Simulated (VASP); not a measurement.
# Mo in VASP: notebook

The runs below take Mo through single point, with LDA.

Program: VASP 6.6.1. These are calculated values, not measurements. Logs are shortened: lines on timing, memory, paths and dates and some standing lists are left out, and cuts for length are marked.

## (1) The cell of the first run

The cell holds a slab with vacuum, 3 atoms: a = 3.115 Å, b = 3.115 Å, c = 15.115 Å, α = 90.00°, β = 90.00°, γ = 90.00°.

## (2) Single point, LDA

Input file INCAR:

```
PREC = Accurate
ENCUT = 520
EDIFF = 1E-6
ISMEAR = 1
SIGMA = 0.1
LREAL = False
LASPH = True
NELM = 60
ALGO = Normal
ISIF = 2
LWAVE = False
LCHARG = False
GGA = CA
NBANDS = 28
```

Input file KPOINTS:

```
Automatic mesh
0
Gamma
  16 16 1
```

Input file POSCAR:

```
Mo
1.0
    3.1150000000      0.0000000000      0.0000000000
    0.0000000000      3.1150000000      0.0000000000
    0.0000000000      0.0000000000     15.1150000000
Mo
3
Direct
    0.0000000000      0.0000000000      0.3969566656
    0.5000000000      0.5000000000      0.5000000000
    0.0000000000      0.0000000000      0.6030433344
```

Potentials or basis: VASP PAW LDA potentials, release 64 (Mo_sv).

Launch:

```console
$ cat potpaw_LDA.64/Mo_sv/POTCAR > POTCAR
$ mpirun -np 1 vasp_std > vasp.out
```

OUTCAR:

```text
PREC = Accurate
   ENCUT = 520
   EDIFF = 1E-6
   ISMEAR = 1
   LREAL = False
   LASPH = True
   NELM = 60
   ISIF = 2
   GGA = CA

 ion  position               nearest neighbor table
   1  0.000  0.000  0.397-   2 2.70   2 2.70   2 2.70   2 2.70   3 3.11
   2  0.500  0.500  0.500-   1 2.70   3 2.70   1 2.70   3 2.70   1 2.70   3 2.70   1 2.70   3 2.70

   3  0.000  0.000  0.603-   2 2.70   2 2.70   2 2.70   2 2.70   1 3.11

  LATTYP: Found a simple tetragonal cell.
 ALAT       =     3.1150000000
 C/A-ratio  =     4.8523274478

  Lattice vectors:

 A1 = (   3.1150000000,   0.0000000000,   0.0000000000)
 A2 = (   0.0000000000,   3.1150000000,   0.0000000000)
 A3 = (   0.0000000000,   0.0000000000,  15.1150000000)

Analysis of symmetry for initial positions (statically):
=====================================================================
 Subroutine PRICEL returns:
 Original cell was already a primitive cell.

 Routine SETGRP: Setting up the symmetry group for a
 simple tetragonal supercell.

 Subroutine GETGRP returns: Found 16 space group operations
 (whereof 16 operations were pure point group operations)
 out of a pool of 16 trial point group operations.

The static configuration has the point symmetry D_4h.

Analysis of symmetry for dynamics (positions and initial velocities):
=====================================================================
 Subroutine PRICEL returns:
 Original cell was already a primitive cell.

 Routine SETGRP: Setting up the symmetry group for a
 simple tetragonal supercell.

 Subroutine GETGRP returns: Found 16 space group operations
 (whereof 16 operations were pure point group operations)
 out of a pool of 16 trial point group operations.

The dynamic configuration has the point symmetry D_4h.

 Subroutine INISYM returns: Found 16 space group operations
 (whereof 16 operations are pure point group operations),
 and found     1 'primitive' translations

----------------------------------------------------------------------------------------

                                     Primitive cell

  volume of cell :     146.6642

  direct lattice vectors                    reciprocal lattice vectors
     3.115000000  0.000000000  0.000000000     0.321027287  0.000000000  0.000000000
     0.000000000  3.115000000  0.000000000     0.000000000  0.321027287  0.000000000
     0.000000000  0.000000000 15.115000000     0.000000000  0.000000000  0.066159444

  length of vectors
     3.115000000  3.115000000 15.115000000     0.321027287  0.321027287  0.066159444

  position of ions in fractional coordinates (direct lattice)
     0.000000000  0.000000000  0.396956666
     0.500000000  0.500000000  0.500000000
     0.000000000  0.000000000  0.603043334

  ion indices of the primitive-cell ions
   primitive index   ion index
                 1           1
                 2           2
                 3           3

----------------------------------------------------------------------------------------

 KPOINTS: Automatic mesh

Automatic generation of k-mesh.
 Grid dimensions read from file:
 generate k-points for:   16   16    1

 Generating k-lattice:

  Cartesian coordinates                     Fractional coordinates (reciprocal lattice)
     0.020064205  0.000000000  0.000000000     0.062500000  0.000000000  0.000000000
     0.000000000  0.020064205  0.000000000     0.000000000  0.062500000  0.000000000
     0.000000000  0.000000000  0.066159444     0.000000000  0.000000000  1.000000000

  Length of vectors
     0.020064205  0.020064205  0.066159444

  Shift w.r.t. Gamma in fractional coordinates (k-lattice)
     0.000000000  0.000000000  0.000000000

 Subroutine IBZKPT returns following result:
 ===========================================

 Found     45 irreducible k-points:

 Following reciprocal coordinates:
            Coordinates               Weight
  0.000000  0.000000  0.000000      1.000000
  0.062500  0.000000  0.000000      4.000000
  0.125000  0.000000  0.000000      4.000000
  0.187500  0.000000  0.000000      4.000000
  0.250000  0.000000  0.000000      4.000000
  0.312500  0.000000  0.000000      4.000000
[... 16 lines left out ...]
  0.437500  0.125000  0.000000      8.000000
  0.500000  0.125000  0.000000      4.000000
 [... further k-points ...]
   k-points           NKPTS =     45   k-points in BZ     NKDIM =     45   number of bands    NBANDS=     28
   number of dos      NEDOS =    301   number of ions     NIONS =      3
   total plane-waves  NPLWV =  64512
   dimension x,y,z NGX =    24 NGY =   24 NGZ =  112
   dimension x,y,z NGXF=    48 NGYF=   48 NGZF=  224
   ions per type =               3
   NGX,Y,Z   is equivalent  to a cutoff of  12.81, 12.81, 12.32 a.u.
   NGXF,Y,Z  is equivalent  to a cutoff of  25.62, 25.62, 24.64 a.u.
 SYSTEM =  unknown system
   PREC   = accura    normal or accurate (medium, high low for compatibility)
   ISTART =      0    job   : 0-new  1-cont  2-samecut
   ICHARG =      2    charge: 1-file 2-atom 10-const
   ISPIN  =      1    spin polarized calculation?
   LNONCOLLINEAR =      F non collinear calculations
   LSORBIT =      F    spin-orbit coupling
   LASPH  =      T    aspherical Exc in radial PAW
   ENCUT  =  520.0 eV  38.22 Ry    6.18 a.u.   5.79  5.79 28.10*2*pi/ulx,y,z
   NELM   =     60;   NELMIN=  2; NELMDL= -5     # of ELM steps
   EDIFF  = 0.1E-05   stopping-criterion for ELM
   LREAL  =      F    real-space projection
   EDIFFG = 0.1E-04   stopping-criterion for IOM
   NSW    =      0    number of steps for IOM
   IBRION =     -1    ionic relax: 0-MD 1-quasi-New 2-CG
   NFREE  =      0    steps in history (QN), initial steepest desc. (CG)
   ISIF   =      2    stress and relaxation
   ISYM   =      2    0-nonsym 1-usesym 2-fastsym
   POTIM  = 0.5000    time-step for ionic-motion
   TEBEG  =    0.0;   TEEND  =   0.0 temperature during run
   PSTRESS=    0.0 pullay stress
   NELECT =      42.0000    total number of electrons
   NUPDOWN=      -1.0000    fix difference up-down
   EMIN   =  10.00;   EMAX   =-10.00  energy-range for DOS
   EFERMI =   0.00;   METHOD = LEGACY
   ISMEAR =     1;   SIGMA  =   0.10  broadening in eV -4-tet -1-fermi 0-gaus
   EFERMI_NEDOS =   21; number of points for ismear=-14 and -15
   IALGO  =     38    algorithm
   IMIX   =      4    mixing-type and parameters
     AMIX     =   0.40;   BMIX     =  1.00
     AMIX_MAG =   1.60;   BMIX_MAG =  1.00
  volume/ion in A,a.u.               =      48.89       329.91
  Fermi-wavevector in a.u.,A,eV,Ry     =   1.079071  2.039148 15.842532  1.164393
  Thomas-Fermi vector in A             =   2.215026
   LORBIT       =      0    0 simple, 1 ext, 2 COOP (PROOUT), +10 PAW based schemes
   GGA     = CA    functional components
   LHFCALC =     F    Hartree Fock is set to
   AEXX    =    0.0000 exact exchange contribution
   IVDW    =     0    specifies the selected vdW correction
   LEPSILON=     F    determine dielectric tensor
   LRPA    =     F    only Hartree local field effects (RPA)
 non-spin polarized calculation
 Methfessel and Paxton  Order N= 1 SIGMA  =   0.10
  energy-cutoff  :      520.00
  volume of cell :      146.66
 maximum number of plane-waves:      4000
 NGX is ok and might be reduce to    24
   NGX = 11   NGY = 11   NGZ = 57

 number of electron      41.9999997 magnetization

 Free energy of the ion-electron system (eV)
  ---------------------------------------------------
  ext. energy  EPLUGINS =         0.00000000
  ---------------------------------------------------
  free energy    TOTEN  =       -31.50216780 eV

  energy without entropy =      -31.50349624  energy(sigma->0) =      -31.50261061

 E-fermi :   1.1010     XC(G=0):  -5.9523

 val. band max:        1.0904552794   @ k =   0.1875   0.0625   0.0000
 cond. band min:       1.1176372447   @ k =   0.4375   0.3125   0.0000
 fundamental gap:      0.0271819653
 Fermi energy:         1.1010119102

 k-point     1 :       0.0000    0.0000    0.0000
  band No.  band energies     occupation
      1     -59.7393      2.00000
      2     -59.5026      2.00000
      3     -59.3631      2.00000
      4     -34.1832      2.00000
      5     -34.0723      2.00000
      6     -34.0723      2.00000
[... 20 lines left out ...]
     27       3.6641      0.00000
     28       3.6643      0.00000

 k-point     2 :       0.0625    0.0000    0.0000
  band No.  band energies     occupation
      1     -59.7350      2.00000
      2     -59.5017      2.00000
      3     -59.3657      2.00000
      4     -34.1859      2.00000
      5     -34.1123      2.00000
      6     -34.0645      2.00000
[... 20 lines left out ...]
     27       3.4918      0.00000
     28       3.7907      0.00000

 k-point     3 :       0.1250    0.0000    0.0000
  band No.  band energies     occupation
      1     -59.7224      2.00000
      2     -59.4990      2.00000
      3     -59.3734      2.00000
      4     -34.1962      2.00000
      5     -34.1904      2.00000
      6     -34.0416      2.00000
[... 20 lines left out ...]
     27       3.0935     -0.00000
     28       3.7318      0.00000

 k-point     4 :       0.1875    0.0000    0.0000
  band No.  band energies     occupation
      1     -59.7022      2.00000
      2     -59.4950      2.00000
      3     -59.3863      2.00000
      4     -34.2750      2.00000
      5     -34.2185      2.00000
      6     -34.0048      2.00000
[... 20 lines left out ...]
     27       2.6586     -0.00000
     28       3.7571      0.00000

 k-point     5 :       0.2500    0.0000    0.0000
  band No.  band energies     occupation
      1     -59.6758      2.00000
      2     -59.4904      2.00000
      3     -59.4041      2.00000
      4     -34.3549      2.00000
      5     -34.2550      2.00000
      6     -33.9560      2.00000
[... 20 lines left out ...]
     27       2.4519     -0.00000
     28       3.9718      0.00000

 k-point     6 :       0.3125    0.0000    0.0000
  band No.  band energies     occupation
      1     -59.6450      2.00000
      2     -59.4857      2.00000
      3     -59.4263      2.00000
      4     -34.4235      2.00000
      5     -34.3003      2.00000
      6     -33.8980      2.00000
[... 463 lines left out ...]
      5     -34.2711      2.00000
      6     -34.0691      2.00000
[... 20 lines left out ...]
     27       3.2503      0.00000
     28       3.6331      0.00000

 k-point    22 :       0.3750    0.1250    0.0000
  band No.  band energies     occupation
      1     -59.6038      2.00000
      2     -59.4782      2.00000
      3     -59.4530      2.00000
      4     -34.4594      2.00000
      5     -34.3063      2.00000
      6     -34.0544      2.00000
[... 20 lines left out ...]
     27       3.3018      0.00000
     28       3.8827      0.00000

 k-point    23 :       0.4375    0.1250    0.0000
  band No.  band energies     occupation
      1     -59.5761      2.00000
      2     -59.4758      2.00000
      3     -59.4756      2.00000
      4     -34.4935      2.00000
      5     -34.3323      2.00000
      6     -34.0527      2.00000
[... 20 lines left out ...]
     27       3.2928      0.00000
     28       4.2158      0.00000

 k-point    24 :       0.5000    0.1250    0.0000
  band No.  band energies     occupation
      1     -59.5625      2.00000
      2     -59.4876      2.00000
      3     -59.4747      2.00000
      4     -34.5051      2.00000
      5     -34.3417      2.00000
      6     -34.0540      2.00000
[... 20 lines left out ...]
     27       3.3674      0.00000
     28       4.4921      0.00000

 [... further k-points ...]
[... 5 lines left out ...]
  --------------------------------------------------------------------------------------
  -------------------------------------------------------------------------------------
  Total       -8.9867331     -8.9867331     -4.7064429      0.0000000     -0.0000000      0.0000000
  in kB      -98.1721206    -98.1721206    -51.4137317      0.0000000     -0.0000000      0.0000000
  external PRESSURE =     -82.5859910 kB  Pullay stress =       0.0000000 kB

 VOLUME and BASIS-vectors are now :
 -----------------------------------------------------------------------------
  energy-cutoff  :      520.00
  volume of cell :      146.66
      direct lattice vectors                 reciprocal lattice vectors
     3.115000000  0.000000000  0.000000000     0.321027287  0.000000000  0.000000000
     0.000000000  3.115000000  0.000000000     0.000000000  0.321027287  0.000000000
     0.000000000  0.000000000 15.115000000     0.000000000  0.000000000  0.066159444

 POSITION                                       TOTAL-FORCE (eV/Angst)
 -----------------------------------------------------------------------------------
      0.00000      0.00000      6.00000         0.000000      0.000000      1.503904
      1.55750      1.55750      7.55750        -0.000000      0.000000      0.000000
      0.00000      0.00000      9.11500        -0.000000      0.000000     -1.503904
 -----------------------------------------------------------------------------------
    total drift:                                0.000000      0.000000     -0.000000

  FREE ENERGIE OF THE ION-ELECTRON SYSTEM (eV)
  ---------------------------------------------------
  free  energy   TOTEN  =       -31.5021677952 eV

  energy  without entropy=      -31.5034962432  energy(sigma->0) =      -31.50261061
```

It took 3.1 min on 1 thread of AMD EPYC 7R13 (Zen 3), shared host; peak memory 0.24 GiB.

Results:

| Property | Result |
| --- | --- |
| Free energy | -31.5022 eV |
| Largest force | 1.504 eV/Å |
| Band gap on the k mesh | zero (band 21 reaches 2.26 eV, above the bottom of band 22 at 0.87 eV) |

Forces in eV/Å, atoms in the order of the input:
```
Mo   0.000  0.000  1.504
Mo   0.000  0.000  0.000
Mo   0.000  0.000 -1.504
```

[end of part 1 of 2]
